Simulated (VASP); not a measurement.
Runs of VASP 6.6.1 on PbS. The structure is that of space group Cmcm (No. 63), or close to it. The cells are those of the table. 

```tsv
cell	gap on the mesh (eV)	pressure (GPa)	largest force (eV/Å)
a = 6.586, b = 6.586, c = 4.444 Å, angles 90.0, 90.0, 141.7°, 4 atoms	(b)	-7.6	0.68
a = 6.078, b = 6.078, c = 4.101 Å, angles 90.0, 90.0, 141.7°, 4 atoms	0.75	4.7	(a)
a = 6.507, b = 6.507, c = 4.391 Å, angles 90.0, 90.0, 141.7°, 4 atoms	1.20	-6.5	0.51
a = 6.256, b = 6.256, c = 4.221 Å, angles 90.0, 90.0, 141.7°, 4 atoms	(d)	-1.4	0.15
a = 6.426, b = 6.426, c = 4.336 Å, angles 90.0, 90.0, 141.7°, 4 atoms	(c)	-5.2	0.32
```

Alike in all rows: task single point; level LDA; potentials or basis VASP PAW LDA potentials, release 64 (Pb_d, S); no spin polarisation; k mesh 6 × 6 × 6; cutoff (eV) 520; smearing gaussian 0.01 eV.

**Question.** Fill in the values left out.

**Answer.** (a) 0.79; (b) 1.25; (c) 1.15; (d) 0.98.

Caveats: spin-orbit coupling is left out, which moves the levels of the heavy elements.

A k mesh can miss the band edges, and the runs leave out spin-orbit coupling on Pb.
